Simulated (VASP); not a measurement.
# TiSe2: single point with LDA

TiSe2:

```
Ti Se
1.0
     3.43775    0.00000    0.00000
    -1.71888    2.97718    0.00000
     0.00000    0.00000    5.80903
Ti Se
1 2
Direct
  0.00000 0.00000 0.00000
  0.33333 0.66667 0.26484
  0.66667 0.33333 0.73516
```

| Quantity | Value |
| --- | --- |
| Program | VASP 6.6.1 |
| Task | single point |
| Functional | LDA |
| Potentials or basis | VASP PAW LDA potentials, release 64 (Ti_sv, Se) |
| Cutoff | 500 eV |
| k mesh | 15 × 15 × 8 |
| Occupations | gaussian, width 0.1 eV |
| Spin | no spin polarisation |

```
Pressure               : 0.3 GPa
Largest force          : 0.040 eV/Å
Band gap on the k mesh : zero (band 12 reaches 6.21 eV, above the bottom of band 13 at 5.39 eV)
```

Forces on the atoms (eV/Å):
```
Ti   0.000  0.000  0.000
Se   0.000  0.000  0.040
Se   0.000  0.000 -0.040
```

Levels at points of the mesh, in eV from the Fermi level:
| k point | band 10 | band 11 | band 12 | band 13 | band 14 | band 15 |
| --- | --- | --- | --- | --- | --- | --- |
| (0.00, 0.00, 0.00) | 0.47 | 0.54 | 0.54 | 0.55 | 0.75 | 0.75 |
| (0.00, 0.00, 0.50) | -2.17 | 0.41 | 0.41 | 0.51 | 0.51 | 1.37 |

It used 170 s of CPU time on 1 thread of AMD EPYC 7R13 Processor (Zen 3) (shared host).
